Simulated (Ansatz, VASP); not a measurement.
Two plane-wave programs on SiC

Contents of INCAR:

```
SYSTEM = SiC
PREC = Accurate
ENCUT = 520
EDIFF = 1E-7
ISMEAR = 0
SIGMA = 0.05
LREAL = .False.
LASPH = .True.
NELM = 80
ALGO = Normal
ISIF = 2
LWAVE = .False.
LCHARG = .False.
GGA = PE
NBANDS = 26
```

Contents of KPOINTS:

```
Automatic mesh
0
Gamma
  10 10 3
  0 0 0
```

The input POSCAR:

```
SiC
1.0
   -3.0941201809      0.0000000000      0.0000000000
   -1.5470600905     -2.6795866790      0.0000000000
   -0.7736847512     -0.4466870994     10.1293391998
Si C
4 4
Direct
    0.5676395006      0.5676395006      0.5940441877
    0.3176561672      0.3176561672      0.0940441877
    0.9426386039      0.9426386039      0.3440995566
    0.8592886039      0.8592886039      0.8440995566
    0.5989852254      0.5989852254      0.4060074460
    0.1823018921      0.1823018921      0.9060074460
   -0.0261131899     -0.0261131899      0.1566478097
   -0.1094631899     -0.1094631899      0.6566478097
```

Input for Ansatz:

```yaml
crystal:
  lattice:
    - [-3.0941201809, 0.0, 0.0]
    - [-1.5470600905, -2.679586679, 0.0]
    - [-0.7736847512, -0.4466870994, 10.1293391998]
  atoms:
    - { symbol: Si, position: [0.5676395006, 0.5676395006, 0.5940441877] }
    - { symbol: Si, position: [0.3176561672, 0.3176561672, 0.0940441877] }
    - { symbol: Si, position: [0.9426386039, 0.9426386039, 0.3440995566] }
    - { symbol: Si, position: [0.8592886039, 0.8592886039, 0.8440995566] }
    - { symbol: C, position: [0.5989852254, 0.5989852254, 0.406007446] }
    - { symbol: C, position: [0.1823018921, 0.1823018921, 0.906007446] }
    - { symbol: C, position: [-0.0261131899, -0.0261131899, 0.1566478097] }
    - { symbol: C, position: [-0.1094631899, -0.1094631899, 0.6566478097] }
basis:
  ecutwfc: 420
kpoints:
  mp_grid: { grid: [10, 10, 3] }
hamiltonian:
  xc: pbe
scf:
  occupations: { method: gaussian, width: 0.05 }
output:
  forces: true
  stress: true
  eigenvalues: true
```

Alike in both runs: task single point; functional PBE; k mesh 10 × 10 × 3; occupations gaussian, width 0.05 eV; no spin polarisation.

|  | VASP | Ansatz |
| --- | --- | --- |
| version | VASP 6.6.1 | Ansatz 0.2.0 |
| potentials or method | VASP PAW PBE potentials, release 64 (Si, C), cutoff 520 eV | scalar-relativistic, plane waves, PAW |
| valence electrons in the cell | 32 | 32 |

```tsv
	VASP	Ansatz	Ansatz less VASP
gap on the k mesh at the Fermi level (eV)	1.28	1.28	+0.001
least direct gap on the mesh (eV)	2.36	2.36	+0.002
pressure (GPa)	-0.8	-0.8	+0.04
traceless stress, the component that is largest in VASP (GPa)	10.68	10.65	-0.024
rms of the force components (eV/Å)	0.630	0.630	+0.0001
```

Atom by atom the forces differ by 0.003 eV/Å (rms over components). The functional is the same, so the differences come from potentials, cutoffs and numerics.
